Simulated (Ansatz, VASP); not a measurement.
# Two plane-wave programs on Pt

INCAR

```
PREC = Accurate
ENCUT = 520
EDIFF = 1E-6
ISMEAR = -1
SIGMA = 0.1
LREAL = F
LASPH = T
NELM = 60
ALGO = Normal
ISIF = 2
LWAVE = F
LCHARG = F
GGA = RP
NBANDS = 11
```

Contents of KPOINTS:

```
Automatic mesh
0
Gamma
  22 22 22
```

POSCAR

```
Pt
1.0
    0.0000000000      2.0740180544      2.0740180544
    2.0740180544      0.0000000000      2.0740180544
    2.0740180544      2.0740180544      0.0000000000
Pt
1
Direct
    0.0000000000      0.0000000000      0.0000000000
```

Input for Ansatz:

```yaml
crystal:
  lattice:
    - [0.0, 2.0740180544, 2.0740180544]
    - [2.0740180544, 0.0, 2.0740180544]
    - [2.0740180544, 2.0740180544, 0.0]
  atoms:
    - { symbol: Pt, position: [0.0, 0.0, 0.0] }
hamiltonian:
  xc: rpbe
  pseudopotentials:
    kind: paw
    azcp:
      Pt: "pseudopotentials/Pt.paw.azcp"
basis:
  ecutwfc: 420
  fft_grid_basis: typed
kpoints:
  mp_grid: { grid: [22, 22, 22], shift: [0, 0, 0] }
magnetization:
  spin_polarized: false
scf:
  occupations: { method: fermi_dirac, width: 0.1 }
output:
  stress: true
```

Alike in both runs: task single point; functional RPBE; k mesh 22 × 22 × 22; occupations fermi-dirac, width 0.1 eV; no spin polarisation.

|  | VASP | Ansatz |
| --- | --- | --- |
| version | VASP 6.6.1 | Ansatz 0.2.0 |
| potentials or method | VASP PAW PBE potentials, release 64 (Pt), cutoff 520 eV | plane waves (420 eV) with PAW, scalar-relativistic |
| valence electrons in the cell | 10 | 18 |

```csv
,VASP,Ansatz,Ansatz less VASP
pressure (GPa),-19.0,-18.7,+0.28
```

VASP's potentials were made for PBE, not for RPBE. VASP's potentials hold 10 valence electrons a cell and Ansatz's 18, so a difference there can come from the potentials and not from the codes.

Neither program's run includes spin-orbit coupling.
